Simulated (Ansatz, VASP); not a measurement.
## Two plane-wave programs on TiC

```
Ti C
1.0
     0.00000    2.16641    2.16641
     2.16641    0.00000    2.16641
     2.16641    2.16641    0.00000
Ti C
1 1
Direct
  0.00000 0.00000 0.00000
  0.50000 0.50000 0.50000
```

Alike in both runs: functional PBE; k mesh 16 × 16 × 16; occupations gaussian, width 0.1 eV; no spin polarisation.

Ansatz relaxed the structure, and its values are those at the end. VASP's run is a single point on that final structure, the one shown.

```csv
,VASP,Ansatz
version,VASP 6.6.1,Ansatz 0.2.0
potentials or method,"VASP PAW PBE potentials, release 64 (Ti_sv, C), cutoff 520 eV","scalar-relativistic, plane waves, PAW"
valence electrons in the cell,16,16
```

VASP gave:

| Quantity | Value |
| --- | --- |
| gap on the k mesh at the Fermi level (eV) | none |
| pressure (GPa) | 0.2 |

**Question.** What did Ansatz give for the same quantities?

**Answer.** gap on the k mesh at the Fermi level (eV): none; pressure (GPa): 0.0.

A gap of «none» marks a metal or a gap that the smearing closes.
